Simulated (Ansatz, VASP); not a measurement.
**SbS in VASP and in Ansatz**

```xyz
2
Lattice="0.0000 3.4025 3.4025 3.4025 0.0000 3.4025 3.4025 3.4025 0.0000" Properties=species:S:1:pos:R:3 pbc="T T T"
Sb    0.0000    0.0000    0.0000
S     3.4025    3.4025    3.4025
```

Alike in both runs: task relaxation of cell and atoms; functional PBE; k mesh 4 × 4 × 4; occupations gaussian, width 0.1 eV; no spin polarisation.

|  | VASP | Ansatz |
| --- | --- | --- |
| version | VASP 6.6.1 | Ansatz 0.2.0 |
| potentials or method | VASP PAW PBE potentials, release 64 (Sb, S), cutoff 600 eV | scalar-relativistic, plane waves, PAW |
| valence electrons in the cell | 11 | 21 |

```csv
,VASP,Ansatz,Ansatz less VASP
"gap on the k mesh at the Fermi level, each at its own relaxed structure (eV)",none,none,-
relaxed volume (Å³/atom),24.49,24.51,+0.022
relaxed cell length with the largest relative difference (Å),4.107,4.108,+0.0012
```

A gap of «none» marks a metal or a gap that the smearing closes. VASP's potentials hold 11 valence electrons a cell and Ansatz's 21, so a difference there can come from the potentials and not from the codes.

The k mesh is coarse, so the values compare programs but aren't converged. Spin-orbit coupling is off throughout. Noted on VASP's run: the volume moved by over 15 % at a fixed basis, so the end points are rough.
